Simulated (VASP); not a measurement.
# Rh (P6_3/mmc) in VASP: relaxation of cell and atoms with PBE

Aim: the relaxation of cell and atoms of Rh with PBE.

Program: VASP 6.6.1. These are calculated values, not measurements. Logs are shortened: lines on timing, memory, paths and dates and some standing lists are left out, and cuts for length are marked.

## 1. The cell of the first run

It takes space group P6_3/mmc (No. 194, hexagonal). The conventional cell has a = 2.725 Å, b = 2.725 Å, c = 4.384 Å, α = 90.00°, β = 90.00°, γ = 120.00°. Rh (site symmetry -6m2) has 12 Rh at 2.70 to 2.72 Å within 3.6 Å.

This isn't the form of Rh at room conditions, which is fcc.

## 2. Relaxation of cell and atoms, PBE

Contents of INCAR:

```
SYSTEM = Rh
ALGO = Fast
EDIFF = 1E-6
EDIFFG = -0.015
ENCUT = 600
GGA = PE
IBRION = 2
ISIF = 3
ISMEAR = 0
LASPH = .TRUE.
LCHARG = .FALSE.
LREAL = .FALSE.
LWAVE = .FALSE.
NELM = 100
NSW = 80
PREC = Accurate
SIGMA = 0.1
```

Contents of KPOINTS:

```
k-points
0
G
  16 10 10
  0 0 0
```

Contents of POSCAR:

```
Rh
1.0
    1.3624037350      2.3597524896      0.0000000000
    0.0000000000      0.0000000000      4.3843999660
    4.0872112052     -2.3597524895      0.0000000000
Rh
4
Direct
    0.5000000000      0.7500000000      0.1666666667
    1.0000000000      0.7500000000      0.6666666667
    0.5000000000      0.2500000000      0.8333333333
    0.0000000000      0.2500000000      0.3333333333
```

Potentials or basis: VASP PAW PBE potentials, release 64 (Rh_pv).

Run with:

```
> cat potpaw_PBE.64/Rh_pv/POTCAR > POTCAR
> mpirun -np 1 vasp_std > vasp.out
```

OUTCAR:

```text
SYSTEM = Rh
   EDIFF = 1E-6
   EDIFFG = -0.015
   ENCUT = 600
   GGA = PE
   IBRION = 2
   ISIF = 3
   ISMEAR = 0
   LASPH = .TRUE.
   LREAL = .FALSE.
   NELM = 100
   NSW = 80
   PREC = Accurate

 ion  position               nearest neighbor table
   1  0.500  0.750  0.167-   4 2.70   4 2.70   4 2.70   4 2.70   3 2.70   3 2.70   2 2.72   2 2.72
                             2 2.72   2 2.72
   2  0.000  0.750  0.667-   3 2.70   3 2.70   3 2.70   3 2.70   4 2.70   4 2.70   1 2.72   1 2.72
                             1 2.72   1 2.72
   3  0.500  0.250  0.833-   2 2.70   2 2.70   2 2.70   2 2.70   1 2.70   1 2.70   4 2.72   4 2.72
                             4 2.72   4 2.72
   4  0.000  0.250  0.333-   1 2.70   1 2.70   1 2.70   1 2.70   2 2.70   2 2.70   3 2.72   3 2.72
                             3 2.72   3 2.72

  LATTYP: Found a simple orthorhombic cell.
 ALAT       =     2.7248074701
 B/A-ratio  =     1.6090678017
 C/A-ratio  =     1.7320508076

  Lattice vectors:

 A1 = (   1.3624037350,   2.3597524896,   0.0000000000)
 A2 = (   0.0000000000,   0.0000000000,   4.3843999660)
 A3 = (   4.0872112052,  -2.3597524895,   0.0000000000)

Analysis of symmetry for initial positions (statically):
=====================================================================
 Subroutine PRICEL returns following result:

  LATTYP: Found a hexagonal cell.
 ALAT       =     2.7248074701
 C/A-ratio  =     1.6090678017

  Lattice vectors:

 A1 = (   2.7248074701,   0.0000000000,   0.0000000000)
 A2 = (  -1.3624037351,   2.3597524895,   0.0000000000)
 A3 = (   0.0000000000,   0.0000000000,   4.3843999660)

   2 primitive cells build up your supercell.

 Routine SETGRP: Setting up the symmetry group for a
 simple orthorhombic supercell.

 Subroutine GETGRP returns: Found  8 space group operations
 (whereof  4 operations were pure point group operations)
 out of a pool of  8 trial point group operations.

The static configuration has the point symmetry C_2h.
 The point group associated with its full space group is D_2h.

Analysis of symmetry for dynamics (positions and initial velocities):
=====================================================================
 Subroutine PRICEL returns following result:

  LATTYP: Found a hexagonal cell.
 ALAT       =     2.7248074701
 C/A-ratio  =     1.6090678017

  Lattice vectors:

[... 120 lines left out ...]
   ISIF   =      3    stress and relaxation
   ISYM   =      2    0-nonsym 1-usesym 2-fastsym
   POTIM  = 0.5000    time-step for ionic-motion
   TEBEG  =    0.0;   TEEND  =   0.0 temperature during run
   PSTRESS=    0.0 pullay stress
   NELECT =      60.0000    total number of electrons
   NUPDOWN=      -1.0000    fix difference up-down
   EMIN   =  10.00;   EMAX   =-10.00  energy-range for DOS
   EFERMI =   0.00;   METHOD = LEGACY
   ISMEAR =     0;   SIGMA  =   0.10  broadening in eV -4-tet -1-fermi 0-gaus
   EFERMI_NEDOS =   21; number of points for ismear=-14 and -15
   IALGO  =     68    algorithm
   IMIX   =      4    mixing-type and parameters
     AMIX     =   0.40;   BMIX     =  1.00
     AMIX_MAG =   1.60;   BMIX_MAG =  1.00
  volume/ion in A,a.u.               =      14.10        95.12
  Fermi-wavevector in a.u.,A,eV,Ry     =   1.671390  3.158469 38.008476  2.793544
  Thomas-Fermi vector in A             =   2.756721
   LORBIT       =      0    0 simple, 1 ext, 2 COOP (PROOUT), +10 PAW based schemes
   GGA     = PE    functional components
   LHFCALC =     F    Hartree Fock is set to
   AEXX    =    0.0000 exact exchange contribution
   IVDW    =     0    specifies the selected vdW correction
   LEPSILON=     F    determine dielectric tensor
   LRPA    =     F    only Hartree local field effects (RPA)
 conjugate gradient relaxation of ions
 non-spin polarized calculation
 RMM-DIIS sequential band-by-band and
 Gauss-broadening in eV      SIGMA  =   0.10
  energy-cutoff  :      600.00
  volume of cell :       56.38
 maximum number of plane-waves:      1918
 NGX is ok and might be reduce to    24
   NGX = 11   NGY = 17   NGZ = 19

--------------------------------------- Ionic step        1  -------------------------------------------

 number of electron      60.0000011 magnetization

 Free energy of the ion-electron system (eV)
  ---------------------------------------------------
  ext. energy  EPLUGINS =         0.00000000
  ---------------------------------------------------
  free energy    TOTEN  =       -28.89961180 eV

  energy without entropy =      -28.86567275  energy(sigma->0) =      -28.88264227

------------------------ aborting loop because EDIFF is reached ----------------------------------------

  FORCE on cell =-STRESS in cart. coord.  units (eV):
  Direction    XX          YY          ZZ          XY          YZ          ZX
  --------------------------------------------------------------------------------------
  -------------------------------------------------------------------------------------
  Total       -0.0179406     -0.0433929      0.1429930     -0.0220424      0.0000000      0.0000000
  in kB       -0.5098050     -1.2330686      4.0633376     -0.6263646      0.0000000      0.0000000
  external PRESSURE =       0.7734880 kB  Pullay stress =       0.0000000 kB
[... 177 lines left out ...]
--------------------------------------- Ionic step        6  -------------------------------------------

 number of electron      60.0000009 magnetization

 Free energy of the ion-electron system (eV)
  ---------------------------------------------------
  ext. energy  EPLUGINS =         0.00000000
  ---------------------------------------------------
  free energy    TOTEN  =       -28.89972442 eV

  energy without entropy =      -28.86575394  energy(sigma->0) =      -28.88273918

 E-fermi :  11.5555     XC(G=0): -13.8692

 val. band max:       11.5554496817   @ k =   0.1875   0.0000   0.5000
 cond. band min:      11.5575790025   @ k =   0.3750   0.1000   0.0000
 fundamental gap:      0.0021293207
 Fermi energy:        11.5555298472

 k-point     1 :       0.0000    0.0000    0.0000
  band No.  band energies     occupation
      1     -35.5673      2.00000
      2     -35.4510      2.00000
      3     -35.3423      2.00000
      4     -35.2704      2.00000
      5     -35.1097      2.00000
      6     -35.0450      2.00000
[... 925 lines left out ...]
     35      17.9729      0.00000
     36      18.0288      0.00000

 [... further k-points ...]

------------------------ aborting loop because EDIFF is reached ----------------------------------------

  FORCE on cell =-STRESS in cart. coord.  units (eV):
  Direction    XX          YY          ZZ          XY          YZ          ZX
  --------------------------------------------------------------------------------------
  -------------------------------------------------------------------------------------
  Total       -0.0371048     -0.0320726     -0.0570362      0.0043580      0.0000000      0.0000000
  in kB       -1.0543609     -0.9113671     -1.6207266      0.1238363      0.0000000      0.0000000
  external PRESSURE =      -1.1954849 kB  Pullay stress =       0.0000000 kB
[... 19 lines left out ...]
  FREE ENERGIE OF THE ION-ELECTRON SYSTEM (eV)
  ---------------------------------------------------
  free  energy   TOTEN  =       -28.8997244179 eV

  energy  without entropy=      -28.8657539411  energy(sigma->0) =      -28.88273918

 reached required accuracy - stopping structural energy minimisation
```

Wall time 62 min (1 thread of Oxide Virtual Turin-like, shared host); peak memory 0.6 GiB.

What came out:

* Free energy: -28.8997 eV
* Energy gained by relaxing: 0.0 meV/atom
* Ionic steps: 6
* Pressure after relaxing: -0.1 GPa
* Band gap on the k mesh: zero (bands 30 and 31 overlap by 1.73 eV)

Forces on the atoms (eV/Å):
```
Rh  -0.002  0.001  0.000
Rh  -0.002  0.001  0.000
Rh   0.002 -0.001  0.000
Rh   0.002 -0.001  0.000
```

The path:
| step | energy change (eV) | largest force (eV/Å) | pressure (GPa) | volume (Å³) |
| --- | --- | --- | --- | --- |
| 1 | 0.0000 | 0.0013 | 0.08 | 56.38 |
| 2 | -0.0001 | 0.0018 | -0.27 | 56.44 |
| 3 | -0.0001 | 0.0019 | -0.15 | 56.42 |
| 4 | -0.0001 | 0.0017 | -0.20 | 56.42 |
| 5 | -0.0001 | 0.0016 | 0.20 | 56.34 |
| 6 | -0.0001 | 0.0025 | -0.12 | 56.38 |

Final structure:
```xyz
4
Lattice="1.3610 2.3573 0.0000 0.0000 0.0000 4.3908 4.0856 -2.3588 0.0000" Properties=species:S:1:pos:R:3 pbc="T T T"
Rh    1.3613    0.7856    3.2931
Rh    4.0846    0.7848    3.2931
Rh    4.0852   -0.7871    1.0977
Rh    1.3619   -0.7863    1.0977
```

Levels at points of the mesh, in eV from the Fermi level:
| k point | band 26 | band 27 | band 28 | band 29 | band 30 | band 31 | band 32 | band 33 | band 34 | band 35 |
| --- | --- | --- | --- | --- | --- | --- | --- | --- | --- | --- |
| (0.00, 0.00, 0.00) | -2.10 | -1.87 | -1.87 | 0.12 | 0.12 | 0.38 | 0.60 | 0.68 | 0.77 | 2.93 |
| (0.50, 0.00, 0.00) | -2.18 | -0.86 | -0.86 | 0.28 | 0.28 | 0.40 | 0.40 | 2.71 | 2.71 | 8.62 |
| (0.00, 0.50, 0.00) | -1.63 | -0.44 | -0.44 | -0.43 | -0.43 | -0.30 | -0.30 | 0.56 | 0.56 | 2.62 |
| (0.50, 0.50, 0.00) | -1.92 | -1.92 | -1.92 | 0.48 | 0.48 | 0.48 | 0.48 | 4.03 | 4.03 | 4.03 |
| (0.00, 0.00, 0.50) | -2.09 | -1.47 | -1.47 | -1.42 | -1.42 | -1.09 | -1.09 | 0.45 | 0.45 | 6.10 |
| (0.50, 0.00, 0.50) | -2.10 | 0.38 | 0.38 | 0.60 | 0.60 | 0.68 | 0.68 | 2.94 | 2.94 | 5.00 |
| (0.00, 0.50, 0.50) | -2.02 | -2.02 | -2.02 | -0.43 | -0.43 | -0.43 | -0.43 | 0.65 | 0.65 | 0.65 |
| (0.50, 0.50, 0.50) | -0.30 | -0.30 | -0.30 | 0.56 | 0.56 | 0.56 | 0.56 | 2.63 | 2.63 | 2.63 |
